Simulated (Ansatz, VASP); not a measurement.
Two plane-wave programs on HfMoC2

Contents of POSCAR:

```
HfMoC2
1.0
    3.1914230000      0.0000000000      0.0000000000
    0.0000000000      3.1914230000      0.0000000000
    0.0000000000      0.0000000000      4.4851640000
Hf Mo C
1 1 2
Direct
    0.0000000000      0.0000000000      0.0000000000
    0.5000000000      0.5000000000      0.5000000000
    0.5000000000      0.5000000000      0.0000000000
    0.0000000000      0.0000000000      0.5000000000
```

Contents of INCAR.step1:

```
ALGO = Normal
EDIFF = 1E-4
ENCUT = 520
GGA = PE
ISMEAR = -1
LASPH = True
LCHARG = False
LDAU = True
LDAUJ = 0 0 0
LDAUL = 2 2 -1
LDAUTYPE = 2
LDAUU = 4 4 0
LMAXMIX = 4
LREAL = False
LWAVE = True
NBANDS = 24
NELM = 150
PREC = Accurate
SIGMA = 0.05
```

File INCAR.step2:

```
ALGO = Normal
EDIFF = 1E-6
ENCUT = 520
ISIF = 2
ISMEAR = -1
ISTART = 1
LASPH = True
LCHARG = True
LDAU = True
LDAUJ = 0 0 0
LDAUL = 2 2 -1
LDAUPRINT = 1
LDAUTYPE = 2
LDAUU = 4 4 0
LELF = True
LMAXMIX = 4
LMIXTAU = True
LREAL = False
LVHAR = True
LWAVE = False
METAGGA = R2SCAN
NBANDS = 24
NELM = 150
PREC = Accurate
SIGMA = 0.05
```

KPOINTS

```
k-points
0
Gamma
  8 8 6
```

The input input.yaml:

```yaml
crystal:
  lattice:
    - [3.191423, 0.0, 0.0]
    - [0.0, 3.191423, 0.0]
    - [0.0, 0.0, 4.485164]
  atoms:
    - { symbol: Hf, position: [0.0, 0.0, 0.0] }
    - { symbol: Mo, position: [0.5, 0.5, 0.5] }
    - { symbol: C, position: [0.5, 0.5, 0.0] }
    - { symbol: C, position: [0.0, 0.0, 0.5] }
hamiltonian:
  xc: r2scan
  pseudopotentials: { kind: paw }
  hubbard:
    sites:
      - { species: Hf, l: d, u_eff: 4.0 }
      - { species: Mo, l: d, u_eff: 4.0 }
kpoints:
  mp_grid: { grid: [8, 8, 6] }
scf:
  occupations: { method: fermi_dirac, width: 0.05 }
  n_extra_bands: 10
output:
  forces: true
  stress: true
  eigenvalues: true
  dos: { projected: true, de: 0.05, nscf_kmesh: { grid: [12, 12, 9] } }
```

Alike in both runs: functional r2SCAN; k mesh 8 × 8 × 6; occupations fermi-dirac, width 0.05 eV; no spin polarisation; Hubbard terms Hf d U = 4.0 eV, Mo d U = 4.0 eV.

```csv
,VASP,Ansatz
version,VASP 6.6.1,Ansatz 0.2.0
potentials or method,"VASP PAW PBE potentials, release 64 (Hf_pv, Mo_sv, C)",Ansatz PAW
plane-wave cutoff (eV),520,500
valence electrons in the cell,32,48
task,single point,projected density of states
```

VASP gave:

* gap on the k mesh at the Fermi level (eV): none
* pressure (GPa): 8.5
* traceless stress, the component that is largest in VASP (GPa): -1.49

Q: Which values does Ansatz return?

A: gap on the k mesh at the Fermi level (eV): none; pressure (GPa): 1.9; traceless stress, the component that is largest in VASP (GPa): 0.15.

VASP's potentials were made for PBE, not for r2SCAN. The programs project onto different local orbitals, so the same U acts differently, and such runs can settle in different states. A gap of «none» marks a metal or a gap that the smearing closes. VASP's potentials hold 32 valence electrons a cell and Ansatz's 48, so a difference there can come from the potentials and not from the codes.

Spin-orbit coupling is off throughout.
